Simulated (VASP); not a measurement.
# ZrN (Fm-3m) in VASP: single point with r2SCAN+rVV10

Aim: the single point of ZrN with r2SCAN+rVV10.

All numbers are computed with VASP 6.6.1; they aren't measurements. Logs are shortened: lines on timing, memory, paths and dates and some standing lists are left out, and cuts for length are marked.

## 1. The cell of the first run

It takes space group Fm-3m (No. 225, cubic). Conventional cell: a = 4.578 Å, b = 4.578 Å, c = 4.578 Å, α = 90.00°, β = 90.00°, γ = 90.00°. Zr (site symmetry m-3m) has 6 N at 2.29 Å within 3.0 Å. Within 3.0 Å of N (site symmetry m-3m) lie 6 Zr at 2.29 Å.

## 2. Single point, r2SCAN+rVV10

POSCAR

```
ZrN
1.0
    0.0000000000      2.2888050884      2.2888050884
    2.2888050884      0.0000000000      2.2888050884
    2.2888050884      2.2888050884      0.0000000000
Zr N
1 1
Direct
    0.0000000000      0.0000000000      0.0000000000
    0.5000000000      0.5000000000      0.5000000000
```

INCAR.step1

```
PREC = Accurate ; ENCUT = 660
ISMEAR = 0 ; SIGMA = 0.1
LREAL = F ; LASPH = T
NELM = 120 ; NBANDS = 16
GGA = PE ; ALGO = Normal
EDIFF = 1E-5 ; LWAVE = T
LCHARG = F ; GGA_COMPAT = F
```

INCAR.step2

```
PREC = Accurate ; ENCUT = 660
EDIFF = 1E-6 ; ISMEAR = 0
SIGMA = 0.1 ; LREAL = F
LASPH = T ; NELM = 120
ALGO = Normal ; ISIF = 2
LWAVE = F ; LCHARG = F
METAGGA = R2SCAN ; LMIXTAU = T
LUSE_VDW = T ; IVDW_NL = 2
BPARAM = 11.95 ; CPARAM = 0.0093
NBANDS = 16 ; ISTART = 1
GGA_COMPAT = F
```

KPOINTS

```
Automatic mesh
0
Gamma
  16 16 16
```

Potentials or basis: VASP PAW PBE potentials, release 64 (Zr_sv, N).

Launch:

```console
cat potpaw_PBE.64/Zr_sv/POTCAR potpaw_PBE.64/N/POTCAR > POTCAR
cp INCAR.step1 INCAR
mpirun -np 1 vasp_std > vasp.out
cp INCAR.step2 INCAR
mpirun -np 1 vasp_std > vasp.out
```

OUTCAR:

```text
PREC = Accurate
   ENCUT = 660
   EDIFF = 1E-6
   ISMEAR = 0
   LREAL = F
   LASPH = T
   NELM = 120
   ISIF = 2
   METAGGA = R2SCAN
   IVDW_NL = 2
   BPARAM = 11.95
   ISTART = 1

 ion  position               nearest neighbor table
   1  0.000  0.000  0.000-   2 2.29   2 2.29   2 2.29   2 2.29   2 2.29   2 2.29
   2  0.500  0.500  0.500-   1 2.29   1 2.29   1 2.29   1 2.29   1 2.29   1 2.29

  LATTYP: Found a face centered cubic cell.
 ALAT       =     4.5776101768

  Lattice vectors:

 A1 = (   0.0000000000,   2.2888050884,   2.2888050884)
 A2 = (   2.2888050884,   0.0000000000,   2.2888050884)
 A3 = (   2.2888050884,   2.2888050884,   0.0000000000)

Analysis of symmetry for initial positions (statically):
=====================================================================
 Subroutine PRICEL returns:
 Original cell was already a primitive cell.

 Routine SETGRP: Setting up the symmetry group for a
 face centered cubic supercell.

 Subroutine GETGRP returns: Found 48 space group operations
 (whereof 48 operations were pure point group operations)
 out of a pool of 48 trial point group operations.

The static configuration has the point symmetry O_h .

Analysis of symmetry for dynamics (positions and initial velocities):
=====================================================================
 Subroutine PRICEL returns:
 Original cell was already a primitive cell.

 Routine SETGRP: Setting up the symmetry group for a
 face centered cubic supercell.

 Subroutine GETGRP returns: Found 48 space group operations
 (whereof 48 operations were pure point group operations)
 out of a pool of 48 trial point group operations.

The dynamic configuration has the point symmetry O_h .

 Subroutine INISYM returns: Found 48 space group operations
 (whereof 48 operations are pure point group operations),
 and found     1 'primitive' translations

----------------------------------------------------------------------------------------

                                     Primitive cell

  volume of cell :      23.9804

  direct lattice vectors                    reciprocal lattice vectors
     0.000000000  2.288805088  2.288805088    -0.218454600  0.218454600  0.218454600
     2.288805088  0.000000000  2.288805088     0.218454600 -0.218454600  0.218454600
     2.288805088  2.288805088  0.000000000     0.218454600  0.218454600 -0.218454600

  length of vectors
     3.236859198  3.236859198  3.236859198     0.378374466  0.378374466  0.378374466

[... 81 lines left out ...]
   LREAL  =      F    real-space projection
   EDIFFG = 0.1E-04   stopping-criterion for IOM
   NSW    =      0    number of steps for IOM
   IBRION =     -1    ionic relax: 0-MD 1-quasi-New 2-CG
   NFREE  =      0    steps in history (QN), initial steepest desc. (CG)
   ISIF   =      2    stress and relaxation
   ISYM   =      2    0-nonsym 1-usesym 2-fastsym
   POTIM  = 0.5000    time-step for ionic-motion
   TEBEG  =    0.0;   TEEND  =   0.0 temperature during run
   PSTRESS=    0.0 pullay stress
   NELECT =      17.0000    total number of electrons
   NUPDOWN=      -1.0000    fix difference up-down
   EMIN   =  10.00;   EMAX   =-10.00  energy-range for DOS
   EFERMI =   0.00;   METHOD = LEGACY
   ISMEAR =     0;   SIGMA  =   0.10  broadening in eV -4-tet -1-fermi 0-gaus
   EFERMI_NEDOS =   21; number of points for ismear=-14 and -15
   IALGO  =     38    algorithm
   IMIX   =      4    mixing-type and parameters
     AMIX     =   0.40;   BMIX     =  1.00
     AMIX_MAG =   1.60;   BMIX_MAG =  1.00
  volume/ion in A,a.u.               =      11.99        80.91
  Fermi-wavevector in a.u.,A,eV,Ry     =   1.459729  2.758488 28.991426  2.130810
  Thomas-Fermi vector in A             =   2.576262
   LORBIT       =      0    0 simple, 1 ext, 2 COOP (PROOUT), +10 PAW based schemes
   METAGGA = R2SCAN    functional components
   LHFCALC =     F    Hartree Fock is set to
   AEXX    =    0.0000 exact exchange contribution
   IVDW_NL    =     2    kernel type
   BPARAM     =11.9500
   IVDW    =     0    specifies the selected vdW correction
   LEPSILON=     F    determine dielectric tensor
   LRPA    =     F    only Hartree local field effects (RPA)
 non-spin polarized calculation
 Gauss-broadening in eV      SIGMA  =   0.10
  energy-cutoff  :      660.00
  volume of cell :       23.98
 maximum number of plane-waves:       941
   NGX = 13   NGY = 13   NGZ = 13

 number of electron      17.0000000 magnetization

 Free energy of the ion-electron system (eV)
  ---------------------------------------------------
  ext. energy  EPLUGINS =         0.00000000
  ---------------------------------------------------
  free energy    TOTEN  =       -35.57161648 eV

  energy without entropy =      -35.56802628  energy(sigma->0) =      -35.56982138

 E-fermi :  12.2295     XC(G=0): -13.3611

 val. band max:       12.2258244379   @ k =  -0.4375   0.3125   0.1250
 cond. band min:      12.2532354006   @ k =  -0.1250   0.0625   0.0000
 fundamental gap:      0.0274109627
 Fermi energy:        12.2295128442

 k-point     1 :       0.0000    0.0000    0.0000
  band No.  band energies     occupation
      1     -39.2047      2.00000
      2     -16.1200      2.00000
      3     -16.1200      2.00000
      4     -16.1200      2.00000
      5      -5.2272      2.00000
      6       9.2002      2.00000
[... 433 lines left out ...]
      3     -16.1488      2.00000
      4     -16.1206      2.00000
      5      -5.0136      2.00000
      6       8.3097      2.00000
[... 8 lines left out ...]
     15      22.5666      0.00000
     16      33.2135      0.00000

 [... further k-points ...]

------------------------ aborting loop because EDIFF is reached ----------------------------------------

  FORCE on cell =-STRESS in cart. coord.  units (eV):
  Direction    XX          YY          ZZ          XY          YZ          ZX
  --------------------------------------------------------------------------------------
  -------------------------------------------------------------------------------------
  Total        0.0735571      0.0735571      0.0735571      0.0000000     -0.0000000      0.0000000
  in kB        4.9144935      4.9144935      4.9144935      0.0000000     -0.0000000      0.0000000
  external PRESSURE =       4.9144935 kB  Pullay stress =       0.0000000 kB

 VOLUME and BASIS-vectors are now :
 -----------------------------------------------------------------------------
  energy-cutoff  :      660.00
  volume of cell :       23.98
      direct lattice vectors                 reciprocal lattice vectors
     0.000000000  2.288805088  2.288805088    -0.218454600  0.218454600  0.218454600
     2.288805088  0.000000000  2.288805088     0.218454600 -0.218454600  0.218454600
     2.288805088  2.288805088  0.000000000     0.218454600  0.218454600 -0.218454600

 POSITION                                       TOTAL-FORCE (eV/Angst)
 -----------------------------------------------------------------------------------
      0.00000      0.00000      0.00000         0.000000      0.000000      0.000000
      2.28881      2.28881      2.28881        -0.000000     -0.000000     -0.000000
 -----------------------------------------------------------------------------------
    total drift:                                0.000000      0.000000      0.000000

  FREE ENERGIE OF THE ION-ELECTRON SYSTEM (eV)
  ---------------------------------------------------
  free  energy   TOTEN  =       -35.5716164812 eV

  energy  without entropy=      -35.5680262796  energy(sigma->0) =      -35.56982138
```

It took 8.2 min on 1 thread of Intel Xeon 8259CL, shared host; peak memory 0.32 GiB.

What came out:

| Item | Value |
| --- | --- |
| Free energy | -35.5716 eV |
| Pressure | 0.5 GPa |
| Band gap on the k mesh | zero (an odd number of electrons rules out a gap without spin polarisation) |

Levels at points of the mesh, in eV from the Fermi level:
| k point | band 6 | band 7 | band 8 | band 9 | band 10 | band 11 | band 12 | band 13 |
| --- | --- | --- | --- | --- | --- | --- | --- | --- |
| (0.00, 0.00, 0.00) | -3.03 | -3.03 | -3.03 | -0.40 | -0.40 | -0.40 | 1.68 | 1.68 |
| (0.50, 0.00, 0.00) | -8.11 | -6.14 | -6.14 | 3.16 | 3.19 | 3.19 | 5.05 | 8.07 |
| (0.50, 0.50, 0.00) | -4.97 | -3.58 | -3.54 | -3.54 | 3.50 | 4.64 | 4.64 | 5.18 |

Caveat: the PAW data sets were made with another functional, which shifts forces and pressure a little; an odd number of electrons without spin polarisation forces a metal; a magnetic or distorted state may lie lower.

The gap in the log of VASP goes by the Fermi energy; the results here count the filled bands.